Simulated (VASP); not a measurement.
Write the native input for VASP 6.6.1 that does the following.

* Task: single point
* Functional: PBEsol
* Potentials or basis: VASP PAW PBE potentials, release 64 (Ca_sv)
* Cutoff: 520 eV
* k mesh: 12 × 12 × 8
* Occupations: gaussian, width 0.15 eV
* Spin: no spin polarisation
* Dipole correction: no
* Further INCAR settings: ALGO = Normal; EDIFF = 1e-07; NBANDS = 17

The structure of Ca lies in POSCAR:

```
Ca
1.0
    3.9799995206      0.0000000000      0.0000000000
   -1.9899997603      3.4467806919      0.0000000000
    0.0000000000      0.0000000000      5.9984000000
Ca
2
Direct
    0.3333333333      0.6666666667      0.2500000000
    0.6666666667      0.3333333333      0.7500000000
```

This cell differs from its parent crystal: strain +0.000 along x and y, -0.080 along z.

One way to write it, as run:

INCAR

```
  PREC = Accurate
  ENCUT = 520
  EDIFF = 1E-7
  ISMEAR = 0
  SIGMA = 0.15
  LREAL = False
  LASPH = True
  NELM = 100
  ALGO = Normal
  ISIF = 2
  LWAVE = False
  LCHARG = False
  GGA = PS
  NBANDS = 17
```

KPOINTS

```
Automatic mesh
0
Gamma
  12 12 8
```

Potentials or basis: VASP PAW PBE potentials, release 64 (Ca_sv).

Launch:

```sh
$ cat potpaw_PBE.64/Ca_sv/POTCAR > POTCAR
$ mpirun -np 1 vasp_std > vasp.out
```

Results of the run:

```yaml
Pressure: 0.0 GPa
Band_gap_on_the_k_mesh: zero (band 10 reaches 2.23 eV, above the bottom of band 11 at 1.72 eV)
```

Caveat: the cell differs from its parent crystal (strain +0.000 along x and y, -0.080 along z); the PAW data sets were made with another functional, which shifts forces and pressure a little.

Wall time 110 s on 1 thread of Intel(R) Xeon(R) Platinum 8175M CPU @ 2.50GHz (Skylake/Cascade Lake), with other jobs on the host, peak memory 0.27 GiB.
